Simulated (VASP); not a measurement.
Set up this calculation in VASP 6.6.1, as the native input.

```yaml
Task: single point
Functional: PBE
Dispersion: D3(BJ)
Potentials_or_basis: VASP PAW PBE potentials, release 64 (W_sv, S)
Cutoff: 520 eV
k_mesh: 12 × 12 × 12
Occupations: gaussian, width 0.05 eV
Spin: no spin polarisation
Dipole_correction: no
Further_INCAR_settings: ALGO = Normal; EDIFF = 1e-07; NBANDS = 20
```

The structure of WS2 lies in POSCAR:

```
WS2
1.0
    1.5785988138      0.9114044501      6.6193666667
   -1.5785988138      0.9114044501      6.6193666667
    0.0000000000     -1.8228089002      6.6193666667
W S
1 2
Direct
    0.9993440419      0.9993440419      0.9993440419
    0.7527816504      0.7527816504      0.7527816504
    0.5791743077      0.5791743077      0.5791743077
```

The input as run:

INCAR

```
PREC = Accurate
ENCUT = 520
EDIFF = 1E-7
ISMEAR = 0
SIGMA = 0.05
LREAL = False
LASPH = True
NELM = 100
ALGO = Normal
ISIF = 2
LWAVE = False
LCHARG = False
GGA = PE
IVDW = 12
NBANDS = 20
```

KPOINTS

```
Automatic mesh
0
Gamma
  12 12 12
```

Potentials or basis: VASP PAW PBE potentials, release 64 (W_sv, S).

The run is started by

```bash
$ cat potpaw_PBE.64/W_sv/POTCAR potpaw_PBE.64/S/POTCAR > POTCAR
$ mpirun -np 1 vasp_std > vasp.out
```

Results of the run:

```
Pressure                   : -13.3 GPa
Largest force              : 2.370 eV/Å
Band gap on the k mesh     : 1.12 eV (least direct gap 1.93 eV)
Dispersion energy per atom : -0.396 eV
```

Caveat: the stress differs along the axes, from -25 to -8 GPa; spin-orbit coupling is left out, which moves the levels of the heavy elements; forces of over 1 eV/Å act on the atoms, so gaps and moduli don't describe the material at rest.

Wall time 9.9 min on 1 thread of AMD EPYC 9R45 96-Core Processor (Zen 5), on a shared host, peak memory 0.46 GiB.
